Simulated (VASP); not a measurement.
Input of a VASP 6.6.1 run:

INCAR

```
SYSTEM = Sn2PbO3
  ALGO = Normal
  EDIFF = 1E-7
  ENCUT = 520
  GGA = PE
  ISIF = 2
  ISMEAR = 0
  LASPH = .True.
  LCHARG = .True.
  LELF = .True.
  LREAL = .False.
  LVHAR = .True.
  LWAVE = .False.
  NBANDS = 72
  NELM = 100
  PREC = Accurate
  SIGMA = 0.1
```

The input KPOINTS:

```
k-points
0
Gamma
  4 4 1
  0 0 0
```

File POSCAR:

```
Sn2PbO3
1.0
    3.9247214718      0.0000000000      0.0000000000
    0.0000000000      3.9247214718      0.0000000000
    0.0000000000      0.0000000000     15.5821333563
Sn Pb O
4 2 6
Direct
    0.0000000000      0.5000000000      0.9126625604
    0.0000000000      0.5000000000      0.5731851887
    0.5000000000      0.0000000000      0.0873374396
    0.5000000000      0.0000000000      0.4268148113
    0.0000000000      0.5000000000      0.2398307332
    0.5000000000      0.0000000000      0.7601692668
    0.5000000000      0.5000000000      0.8400097496
    0.5000000000      0.5000000000      0.1599902504
    0.5000000000      0.5000000000      0.5000000000
    0.0000000000      0.0000000000      0.8400097496
    0.0000000000      0.0000000000      0.1599902504
    0.0000000000      0.0000000000      0.5000000000
```

Potentials or basis: VASP PAW PBE potentials, release 64 (Sn_d, Pb_d, O).

Run with:

```bash
$ cat potpaw_PBE.64/Sn_d/POTCAR potpaw_PBE.64/Pb_d/POTCAR potpaw_PBE.64/O/POTCAR > POTCAR
$ mpirun -np 1 vasp_std > vasp.out
```

Task: Predict the pressure.

Result: 0.4 GPa.

Task: Predict the largest force.

Result: 0.073 eV/Å.

Stress tensor (GPa, compression positive):
```
0.31 0.00 0.00
0.00 0.31 0.00
0.00 0.00 0.50
```
